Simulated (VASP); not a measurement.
Here is a VASP 6.6.1 calculation.

File INCAR:

```
ALGO     = Normal         # electronic algorithm
EDIFF    = 1E-6           # SCF threshold, eV
ENCUT    = 520            # plane-wave cutoff, eV
GGA      = PE             # functional
ISIF     = 2              # what is computed and relaxed
ISMEAR   = 0              # smearing method
LASPH    = True           # aspherical terms in the spheres
LCHARG   = False          # write CHGCAR
LREAL    = False          # projectors in reciprocal space
LWAVE    = False          # write WAVECAR
NBANDS   = 20             # bands
NELM     = 80             # most SCF steps
PREC     = Accurate       # precision mode
SIGMA    = 0.02           # smearing width, eV
```

Contents of KPOINTS:

```
k-points
0
Gamma
  12 12 4
```

File POSCAR:

```
SnSe2
1.0
    3.7942388671      0.0000000000      0.0000000000
   -1.8971194336      3.2859072469      0.0000000000
    0.0000000000      0.0000000000      7.0547542395
Sn Se
1 2
Direct
    0.0000000000      0.0000000000      0.0000000000
    0.6666666667      0.3333333333      0.7712614523
    0.3333333333      0.6666666667      0.2287385477
```

Potentials or basis: VASP PAW PBE potentials, release 64 (Sn_d, Se).

The run is started by

```sh
$ cat potpaw_PBE.64/Sn_d/POTCAR potpaw_PBE.64/Se/POTCAR > POTCAR
$ mpirun -np 1 vasp_std > vasp.out
```

Question: What does it give for the pressure?

Answer: 1.8 GPa.

Question: Estimate the largest force.

Answer: 0.066 eV/Å.

Question: Estimate the band gap on the k mesh.

Answer: 0.60 eV, indirect (least direct gap 1.05 eV).

Forces on the atoms (eV/Å):
```
Sn   0.000  0.000  0.000
Se   0.000  0.000 -0.066
Se   0.000  0.000  0.066
```

Caveat: the cell differs from its parent crystal (biaxial strain in the a-b plane: -2.0 %); spin-orbit coupling is left out, which moves the levels of the heavy elements; this functional lacks dispersion, which binds the layers, so the pressure and a relaxed spacing across them are unreliable. A k mesh can miss the band edges.
